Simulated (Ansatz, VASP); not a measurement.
Two plane-wave programs on BaAg2As2

File INCAR:

```
  PREC = Accurate
  ENCUT = 600
  EDIFF = 1E-7
  ISMEAR = -1
  SIGMA = 0.1
  LREAL = F
  LASPH = T
  NELM = 100
  ALGO = Normal
  ISIF = 3
  LWAVE = F
  LCHARG = F
  GGA = PE
  IBRION = 2
  NSW = 80
  EDIFFG = -0.01
```

KPOINTS

```
Automatic mesh
0
Gamma
  8 8 8
```

The input POSCAR:

```
BaAg2As2
1.0
   -2.3012500000      2.3012500000      5.4336000000
    2.3012500000     -2.3012500000      5.4336000000
    2.3012500000      2.3012500000     -5.4336000000
Ba Ag As
1 2 2
Direct
    0.0000000000      0.0000000000      0.0000000000
    0.7500000000      0.2500000000      0.5000000000
    0.2500000000      0.7500000000      0.5000000000
    0.3842000000      0.3842000000      0.0000000000
    0.6158000000      0.6158000000      0.0000000000
```

Input for Ansatz:

```yaml
crystal:
  lattice:
    - [-2.30125, 2.30125, 5.4336]
    - [2.30125, -2.30125, 5.4336]
    - [2.30125, 2.30125, -5.4336]
  atoms:
    - { symbol: Ba, position: [0.0, 0.0, 0.0] }
    - { symbol: Ag, position: [0.75, 0.25, 0.5] }
    - { symbol: Ag, position: [0.25, 0.75, 0.5] }
    - { symbol: As, position: [0.3842, 0.3842, 0.0] }
    - { symbol: As, position: [0.6158, 0.6158, 0.0] }
  symmetry: { tolerance: 0.0003 }
hamiltonian:
  xc: pbe
  pseudopotentials: { kind: paw, azcp: { folder: soft_1 } }
basis:
  ecutwfc: 420
magnetization:
  spin_polarized: false
scf:
  occupations: { method: fermi_dirac, width: 0.1 }
kpoints:
  mp_grid: { grid: [8, 8, 8], shift: [0, 0, 0] }
output:
  forces: true
  stress: true
  eigenvalues: true
relax:
  max_steps: 60
  cell: {}
```

Alike in both runs: task relaxation of cell and atoms; functional PBE; k mesh 8 × 8 × 8; occupations fermi-dirac, width 0.1 eV; no spin polarisation.

```csv
,VASP,Ansatz
version,VASP 6.6.1,Ansatz 0.2.0
potentials or method,"VASP PAW PBE potentials, release 64 (Ba_sv, Ag, As), cutoff 600 eV",PAW plane waves
valence electrons in the cell,42,78
```

Ansatz gave:

* gap on the k mesh at the Fermi level, each at its own relaxed structure (eV): none
* relaxed volume (Å³/atom): 23.97
* relaxed cell length with the largest relative difference (Å): 6.577

Q: Which values does VASP return?

A: gap on the k mesh at the Fermi level, each at its own relaxed structure (eV): none; relaxed volume (Å³/atom): 24.11; relaxed cell length with the largest relative difference (Å): 6.586.

A gap of «none» marks a metal or a gap that the smearing closes. VASP's potentials hold 42 valence electrons a cell and Ansatz's 78, so a difference there can come from the potentials and not from the codes.

Neither program's run includes spin-orbit coupling.
